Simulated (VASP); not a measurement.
# AlFe3 (Fm-3m) in VASP: further runs

The runs below take AlFe3 through single point, relaxation of volume and atoms at fixed shape, with PBEsol.

All numbers are computed with VASP 6.6.1; they aren't measurements. Logs are shortened: lines on timing, memory, paths and dates and some standing lists are left out, and cuts for length are marked.

**1. The cell of the first run**

Symmetry: Fm-3m, No. 225, cubic system. The conventional cell has a = 5.661 Å, b = 5.661 Å, c = 5.661 Å, α = 90.00°, β = 90.00°, γ = 90.00°. Within 3.2 Å of Al (site symmetry m-3m) lie 14 Fe at 2.45 to 2.83 Å. Within 3.2 Å of Fe (site symmetry m-3m) lie 8 Fe at 2.45 Å and 6 Al at 2.83 Å. Within 3.2 Å of Fe (site symmetry -43m) lie 4 Al at 2.45 Å and 10 Fe at 2.45 to 2.83 Å.

**2. Single point, PBEsol, collinear spin, ferromagnetic start**

INCAR reads:

```
SYSTEM = AlFe3
ALGO = Normal
EDIFF = 1E-6
ENCUT = 520
GGA = PS
ISIF = 2
ISMEAR = -1
ISPIN = 2
LASPH = .True.
LCHARG = .False.
LMAXMIX = 4
LORBIT = 11
LREAL = .False.
LWAVE = .False.
MAGMOM = 0 3.5 3.5 3.5
NBANDS = 26
NELM = 150
PREC = Accurate
SIGMA = 0.05
```

KPOINTS reads:

```
k-points
0
Gamma
  7 7 7
  0 0 0
```

POSCAR reads:

```
AlFe3
1.0
    0.0000000000      2.8302796988      2.8302796988
    2.8302796988      0.0000000000      2.8302796988
    2.8302796988      2.8302796988      0.0000000000
Al Fe
1 3
Direct
    0.0000000000      0.0000000000      0.0000000000
    0.5000000000      0.5000000000      0.5000000000
    0.2500000000      0.2500000000      0.2500000000
    0.7500000000      0.7500000000      0.7500000000
```

Potentials or basis: VASP PAW PBE potentials, release 64 (Al, Fe).

Run with:

```console
$ cat potpaw_PBE.64/Al/POTCAR potpaw_PBE.64/Fe/POTCAR > POTCAR
$ mpirun -np 1 vasp_std > vasp.out
```

OUTCAR:

```text
SYSTEM = AlFe3
   EDIFF = 1E-6
   ENCUT = 520
   GGA = PS
   ISIF = 2
   ISMEAR = -1
   ISPIN = 2
   LASPH = .True.
   LORBIT = 11
   LREAL = .False.
   NELM = 150
   PREC = Accurate

 ion  position               nearest neighbor table
   1  0.000  0.000  0.000-   4 2.45   4 2.45   4 2.45   3 2.45   4 2.45   3 2.45   3 2.45   3 2.45
                             2 2.83   2 2.83   2 2.83   2 2.83   2 2.83   2 2.83
   2  0.500  0.500  0.500-   3 2.45   3 2.45   3 2.45   3 2.45   4 2.45   4 2.45   4 2.45   4 2.45
                             1 2.83   1 2.83   1 2.83   1 2.83   1 2.83   1 2.83
   3  0.250  0.250  0.250-   1 2.45   1 2.45   1 2.45   1 2.45   2 2.45   2 2.45   2 2.45   2 2.45
                             4 2.83   4 2.83   4 2.83   4 2.83   4 2.83   4 2.83
   4  0.750  0.750  0.750-   2 2.45   2 2.45   2 2.45   1 2.45   2 2.45   1 2.45   1 2.45   1 2.45
                             3 2.83   3 2.83   3 2.83   3 2.83   3 2.83   3 2.83

  LATTYP: Found a face centered cubic cell.
 ALAT       =     5.6605593976

  Lattice vectors:

 A1 = (   0.0000000000,   2.8302796988,   2.8302796988)
 A2 = (   2.8302796988,   0.0000000000,   2.8302796988)
 A3 = (   2.8302796988,   2.8302796988,   0.0000000000)

Analysis of symmetry for initial positions (statically):
=====================================================================
 Subroutine PRICEL returns:
 Original cell was already a primitive cell.

 Routine SETGRP: Setting up the symmetry group for a
 face centered cubic supercell.

 Subroutine GETGRP returns: Found 48 space group operations
 (whereof 48 operations were pure point group operations)
 out of a pool of 48 trial point group operations.

The static configuration has the point symmetry O_h .

Analysis of symmetry for dynamics (positions and initial velocities):
=====================================================================
 Subroutine PRICEL returns:
 Original cell was already a primitive cell.

 Routine SETGRP: Setting up the symmetry group for a
 face centered cubic supercell.

 Subroutine GETGRP returns: Found 48 space group operations
 (whereof 48 operations were pure point group operations)
 out of a pool of 48 trial point group operations.

The dynamic configuration has the point symmetry O_h .

Analysis of structural, dynamic, and magnetic symmetry:
=====================================================================
 Subroutine PRICEL returns:
 Original cell was already a primitive cell.

 Routine SETGRP: Setting up the symmetry group for a
 face centered cubic supercell.

 Subroutine GETGRP returns: Found 48 space group operations
 (whereof 48 operations were pure point group operations)
 out of a pool of 48 trial point group operations.

The overall configuration has the point symmetry O_h .

 Subroutine INISYM returns: Found 48 space group operations
 (whereof 48 operations are pure point group operations),
 and found     1 'primitive' translations

----------------------------------------------------------------------------------------

                                     Primitive cell

  volume of cell :      45.3438

  direct lattice vectors                    reciprocal lattice vectors
     0.000000000  2.830279699  2.830279699    -0.176660985  0.176660985  0.176660985
     2.830279699  0.000000000  2.830279699     0.176660985 -0.176660985  0.176660985
     2.830279699  2.830279699  0.000000000     0.176660985  0.176660985 -0.176660985

  length of vectors
     4.002619935  4.002619935  4.002619935     0.305985802  0.305985802  0.305985802

  position of ions in fractional coordinates (direct lattice)
     0.000000000  0.000000000  0.000000000
     0.500000000  0.500000000  0.500000000
     0.250000000  0.250000000  0.250000000
     0.750000000  0.750000000  0.750000000

  ion indices of the primitive-cell ions
   primitive index   ion index
                 1           1
                 2           2
                 3           3
                 4           4

----------------------------------------------------------------------------------------

 KPOINTS: k-points

Automatic generation of k-mesh.
 Grid dimensions read from file:
 generate k-points for:    7    7    7

 Generating k-lattice:

  Cartesian coordinates                     Fractional coordinates (reciprocal lattice)
    -0.025237284  0.025237284  0.025237284     0.142857143  0.000000000  0.000000000
     0.025237284 -0.025237284  0.025237284     0.000000000  0.142857143  0.000000000
     0.025237284  0.025237284 -0.025237284     0.000000000  0.000000000  0.142857143

  Length of vectors
     0.043712257  0.043712257  0.043712257

  Shift w.r.t. Gamma in fractional coordinates (k-lattice)
     0.000000000  0.000000000  0.000000000

 Subroutine IBZKPT returns following result:
 ===========================================

 Found     20 irreducible k-points:

 Following reciprocal coordinates:
            Coordinates               Weight
  0.000000  0.000000  0.000000      1.000000
  0.142857  0.000000  0.000000      8.000000
  0.285714  0.000000  0.000000      8.000000
  0.428571  0.000000  0.000000      8.000000
  0.142857  0.142857  0.000000      6.000000
  0.285714  0.142857  0.000000     24.000000
[... 12 lines left out ...]
 -0.428571  0.428571  0.142857     24.000000
 -0.285714  0.428571  0.142857     24.000000
   k-points           NKPTS =     20   k-points in BZ     NKDIM =     20   number of bands    NBANDS=     26
   number of dos      NEDOS =    301   number of ions     NIONS =      4
   total plane-waves  NPLWV =  27000
   dimension x,y,z NGX =    30 NGY =   30 NGZ =   30
   dimension x,y,z NGXF=    60 NGYF=   60 NGZF=   60
   ions per type =               1   3
   NGX,Y,Z   is equivalent  to a cutoff of  12.46, 12.46, 12.46 a.u.
   NGXF,Y,Z  is equivalent  to a cutoff of  24.92, 24.92, 24.92 a.u.
 SYSTEM =  AlFe3
   PREC   = accura    normal or accurate (medium, high low for compatibility)
   ISTART =      0    job   : 0-new  1-cont  2-samecut
   ICHARG =      2    charge: 1-file 2-atom 10-const
   ISPIN  =      2    spin polarized calculation?
   LNONCOLLINEAR =      F non collinear calculations
   LSORBIT =      F    spin-orbit coupling
   LASPH  =      T    aspherical Exc in radial PAW
   ENCUT  =  520.0 eV  38.22 Ry    6.18 a.u.   7.44  7.44  7.44*2*pi/ulx,y,z
   NELM   =    150;   NELMIN=  2; NELMDL= -5     # of ELM steps
   EDIFF  = 0.1E-05   stopping-criterion for ELM
   LREAL  =      F    real-space projection
[... 7 lines left out ...]
   TEBEG  =    0.0;   TEEND  =   0.0 temperature during run
   PSTRESS=    0.0 pullay stress
   NELECT =      27.0000    total number of electrons
   NUPDOWN=      -1.0000    fix difference up-down
   EMIN   =  10.00;   EMAX   =-10.00  energy-range for DOS
   EFERMI =   0.00;   METHOD = LEGACY
   ISMEAR =    -1;   SIGMA  =   0.05  broadening in eV -4-tet -1-fermi 0-gaus
   EFERMI_NEDOS =   21; number of points for ismear=-14 and -15
   IALGO  =     38    algorithm
   IMIX   =      4    mixing-type and parameters
     AMIX     =   0.40;   BMIX     =  1.00
     AMIX_MAG =   1.60;   BMIX_MAG =  1.00
  volume/ion in A,a.u.               =      11.34        76.50
  Fermi-wavevector in a.u.,A,eV,Ry     =   1.377284  2.602689 25.809031  1.896910
  Thomas-Fermi vector in A             =   2.502451
   LORBIT       =     11    0 simple, 1 ext, 2 COOP (PROOUT), +10 PAW based schemes
   GGA     = PS    functional components
   LHFCALC =     F    Hartree Fock is set to
   AEXX    =    0.0000 exact exchange contribution
   IVDW    =     0    specifies the selected vdW correction
   LEPSILON=     F    determine dielectric tensor
   LRPA    =     F    only Hartree local field effects (RPA)
 spin polarized calculation
  energy-cutoff  :      520.00
  volume of cell :       45.34
 maximum number of plane-waves:      1243
 NGX is ok and might be reduce to    30
   NGX = 15   NGY = 15   NGZ = 15

 number of electron      27.0000000 magnetization      10.5000000

 number of electron      26.9999999 magnetization       5.7510872

 Free energy of the ion-electron system (eV)
  ---------------------------------------------------
  ext. energy  EPLUGINS =         0.00000000
  ---------------------------------------------------
  free energy    TOTEN  =       -31.65247645 eV

  energy without entropy =      -31.62905300  energy(sigma->0) =      -31.64076472

 E-fermi :   7.1583     XC(G=0): -12.8810

 val. band max:        7.1560975464   @ k =   0.4286   0.2857   0.1429
 cond. band min:       7.1880442828   @ k =   0.4286   0.0000   0.0000
 fundamental gap:      0.0319467364
 Fermi energy:         7.1582648954

 spin component 1

 k-point     1 :       0.0000    0.0000    0.0000
  band No.  band energies     occupation
      1      -2.6352      1.00000
      2       2.9339      1.00000
      3       2.9339      1.00000
      4       3.4675      1.00000
      5       3.4675      1.00000
      6       3.4675      1.00000
[... 549 lines left out ...]
     24      19.5070      0.00000
     25      20.4196      0.00000
 Fermi energy:         7.1582648954

 spin component 2

 k-point     1 :       0.0000    0.0000    0.0000
  band No.  band energies     occupation
      1      -2.5510      1.00000
      2       4.4656      1.00000
      3       4.4657      1.00000
      4       4.4922      1.00000
      5       4.4922      1.00000
      6       4.4922      1.00000
[... 549 lines left out ...]
     24      19.7703      0.00000
     25      20.7467      0.00000
 [bands above 25 left out]

------------------------ aborting loop because EDIFF is reached ----------------------------------------

  FORCE on cell =-STRESS in cart. coord.  units (eV):
  Direction    XX          YY          ZZ          XY          YZ          ZX
  --------------------------------------------------------------------------------------
  -------------------------------------------------------------------------------------
  Total        0.0581131      0.0581131      0.0581131      0.0000000     -0.0000000      0.0000000
  in kB        2.0533662      2.0533662      2.0533662      0.0000000     -0.0000000      0.0000000
  external PRESSURE =       2.0533662 kB  Pullay stress =       0.0000000 kB

 VOLUME and BASIS-vectors are now :
 -----------------------------------------------------------------------------
  energy-cutoff  :      520.00
  volume of cell :       45.34
      direct lattice vectors                 reciprocal lattice vectors
     0.000000000  2.830279699  2.830279699    -0.176660985  0.176660985  0.176660985
     2.830279699  0.000000000  2.830279699     0.176660985 -0.176660985  0.176660985
     2.830279699  2.830279699  0.000000000     0.176660985  0.176660985 -0.176660985

 POSITION                                       TOTAL-FORCE (eV/Angst)
 -----------------------------------------------------------------------------------
      0.00000      0.00000      0.00000        -0.000000      0.000000     -0.000000
      2.83028      2.83028      2.83028        -0.000000      0.000000     -0.000000
      1.41514      1.41514      1.41514         0.000000      0.000000      0.000000
      4.24542      4.24542      4.24542        -0.000000     -0.000000     -0.000000
 -----------------------------------------------------------------------------------
    total drift:                                0.000000     -0.000000      0.000000

  FREE ENERGIE OF THE ION-ELECTRON SYSTEM (eV)
  ---------------------------------------------------
  free  energy   TOTEN  =       -31.6524764494 eV

  energy  without entropy=      -31.6290529960  energy(sigma->0) =      -31.64076472

 total charge

# of ion       s       p       d       tot
------------------------------------------
    1        0.416   0.449   0.000   0.864
    2        0.497   0.567   6.252   7.316
    3        0.463   0.561   6.374   7.398
    4        0.463   0.561   6.374   7.398
--------------------------------------------------
tot          1.838   2.138  19.001  22.977

 magnetization (x)

# of ion       s       p       d       tot
------------------------------------------
    1       -0.009  -0.045   0.000  -0.053
    2       -0.009  -0.042   2.352   2.301
    3       -0.010  -0.037   1.831   1.783
    4       -0.010  -0.037   1.831   1.783
--------------------------------------------------
tot         -0.038  -0.161   6.013   5.814
```

Wall time 38 s (1 thread of Intel Xeon 6975P-C (Granite Rapids), shared host); peak memory 0.2 GiB.

What came out:

| Item | Value |
| --- | --- |
| Free energy | -31.6525 eV |
| Pressure | 0.2 GPa |
| Net moment | 5.75 μB per cell |
| Site moments | Al -0.05; Fe +2.30, +1.78 μB |
| Valence electrons inside the program's atomic spheres | Al 0.86; Fe 7.32, 7.40 |

Levels at points of the mesh, in eV from the Fermi level:
Spin up:
```
           k point  band 14  band 15  band 16  band 17  band 18  band 19
(0.00, 0.00, 0.00)    -0.80    -0.41    -0.41     5.84     5.84     5.84
```
Spin down:
```
           k point  band 8  band 9  band 10  band 11  band 12  band 13  band 14  band 15
(0.00, 0.00, 0.00)   -1.30   -1.30     0.90     0.90     0.90     1.58     1.58     1.60
```

Caveat: the PAW data sets were made with another functional, which shifts forces and pressure a little.

**3. Relaxation of volume and atoms at fixed shape, PBEsol, collinear spin, ferromagnetic start**

This run uses another cell than the first one, of 12.03 Å³/atom, 1.061 times its volume.

INCAR reads:

```
PREC = Accurate ; ENCUT = 600
EDIFF = 1E-7 ; ISMEAR = -1
SIGMA = 0.05 ; LREAL = F
LASPH = T ; NELM = 150
ALGO = Normal ; ISIF = 8
LWAVE = F ; LCHARG = F
ISPIN = 2 ; MAGMOM = 0 3.5 3.5 3.5
LORBIT = 11 ; LMAXMIX = 4
GGA = PS ; IBRION = 2
NSW = 80 ; EDIFFG = -0.03
```

KPOINTS reads:

```
regular mesh
0
Gamma
  7 7 7
```

POSCAR reads:

```
AlFe3
1.0
    0.0000000000      2.8871420000      2.8871420000
    2.8871420000      0.0000000000      2.8871420000
    2.8871420000      2.8871420000      0.0000000000
Al Fe
1 3
Direct
    0.0000000000      0.0000000000      0.0000000000
    0.5000000000      0.5000000000      0.5000000000
    0.2500000000      0.2500000000      0.2500000000
    0.7500000000      0.7500000000      0.7500000000
```

Potentials or basis: VASP PAW PBE potentials, release 64 (Al, Fe).

Run with:

```console
$ cat potpaw_PBE.64/Al/POTCAR potpaw_PBE.64/Fe/POTCAR > POTCAR
$ mpirun -np 1 vasp_std > vasp.out
```

It took 2 min on 1 thread of Intel Xeon 6975P-C (Granite Rapids), shared host; peak memory 0.26 GiB.

Results (log left out):

* Free energy: -31.6526 eV
* Relaxed volume: 11.34 Å³/atom
* Relaxed cell: a = 4.004 Å, b = 4.004 Å, c = 4.004 Å, α = 60.00°, β = 60.00°, γ = 60.00°
* Space group after relaxing (to 0.05 Å): Fm-3m (No. 225)
* Energy gained by relaxing: 22.9 meV/atom
* Ionic steps: 3
* Pressure after relaxing: -0.1 GPa
* Net moment: 5.75 μB per cell
* Site moments: Al -0.05; Fe +2.30, +1.78 μB
* Valence electrons inside the program's atomic spheres: Al 0.86; Fe 7.32, 7.40

Step by step:
```
step  energy change (eV)  largest force (eV/Å)  pressure (GPa)  volume (Å³)
   1              0.0000                0.0000          -10.09        48.13
   2             -0.0158                0.0000           10.93        43.05
   3             -0.0915                0.0000           -0.08        45.38
```

Final structure:
```yaml
crystal:
  lattice:
    - [0.00000, 2.83099, 2.83099]
    - [2.83099, 0.00000, 2.83099]
    - [2.83099, 2.83099, 0.00000]
  atoms:
    - { symbol: Al, position: [0.00000, 0.00000, 0.00000] }
    - { symbol: Fe, position: [0.50000, 0.50000, 0.50000] }
    - { symbol: Fe, position: [0.25000, 0.25000, 0.25000] }
    - { symbol: Fe, position: [0.75000, 0.75000, 0.75000] }
```

Levels at points of the mesh, in eV from the Fermi level:
Spin up:
| k point | band 13 | band 14 | band 15 | band 16 | band 17 | band 18 | band 19 | band 20 |
| --- | --- | --- | --- | --- | --- | --- | --- | --- |
| (0.00, 0.00, 0.00) | -0.80 | -0.80 | -0.41 | -0.41 | 5.84 | 5.84 | 5.84 | 6.23 |
Spin down:
```tsv
k point	band 7	band 8	band 9	band 10	band 11	band 12	band 13	band 14	band 15	band 16
(0.00, 0.00, 0.00)	-1.30	-1.30	-1.30	0.90	0.90	0.90	1.58	1.58	1.60	1.60
```

Caveat: the PAW data sets were made with another functional, which shifts forces and pressure a little.
